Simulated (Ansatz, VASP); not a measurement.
Two plane-wave programs on Pt

Contents of INCAR:

```
SYSTEM = Pt
PREC = Accurate
ENCUT = 600
EDIFF = 1E-7
ISMEAR = -1
SIGMA = 0.1
LREAL = .False.
LASPH = .True.
NELM = 80
ALGO = Normal
ISIF = 3
LWAVE = .False.
LCHARG = .False.
IBRION = 2
NSW = 80
EDIFFG = -0.01
```

Contents of KPOINTS:

```
regular mesh
0
Gamma
  13 13 7
  0 0 0
```

The input POSCAR:

```
Pt
1.0
    2.7740467412      0.0000000000      0.0000000000
   -1.3870233706      2.4023949491      0.0000000000
    0.0000000000      0.0000000000      4.5300183283
Pt
2
Direct
    0.3333333333      0.6666666667      0.2500000000
    0.6666666667      0.3333333333      0.7500000000
```

Input for Ansatz:

```yaml
crystal:
  lattice:
    - [2.7740467412, 0.0, 0.0]
    - [-1.3870233706, 2.4023949491, 0.0]
    - [0.0, 0.0, 4.5300183283]
  atoms:
    - { symbol: Pt, position: [0.3333333333, 0.6666666667, 0.25] }
    - { symbol: Pt, position: [0.6666666667, 0.3333333333, 0.75] }
hamiltonian:
  xc: lda
  pseudopotentials:
    kind: paw
    azcp:
      Pt: "pseudopotentials/Pt.paw.azcp"
basis:
  ecutwfc: 420
  fft_grid_basis: typed
kpoints:
  mp_grid: { grid: [13, 13, 7], shift: [0, 0, 0] }
magnetization:
  spin_polarized: false
scf:
  occupations: { method: fermi_dirac, width: 0.1 }
relax:
  max_steps: 60
  f_tol: 0.01
  cell: {}
```

Alike in both runs: task relaxation of cell and atoms; functional LDA; k mesh 13 × 13 × 7; occupations fermi-dirac, width 0.1 eV; no spin polarisation.

|  | VASP | Ansatz |
| --- | --- | --- |
| version | VASP 6.6.1 | Ansatz 0.2.0 |
| potentials or method | VASP PAW LDA potentials, release 64 (Pt), cutoff 600 eV | plane waves (420 eV) with PAW, scalar-relativistic |
| valence electrons in the cell | 20 | 36 |

|  | VASP | Ansatz | Ansatz less VASP |
| --- | --- | --- | --- |
| relaxed volume (Å³/atom) | 14.90 | 14.86 | -0.040 |
| relaxed cell length with the largest relative difference (Å) | 2.719 | 2.715 | -0.0043 |

Ansatz warns that its potentials were made for another functional, while VASP's fit it. LDA's correlation is that of Perdew and Zunger in VASP and of Perdew and Wang (1992) in Ansatz. VASP's potentials hold 20 valence electrons a cell and Ansatz's 36, so a difference there can come from the potentials and not from the codes.

Neither program's run includes spin-orbit coupling.
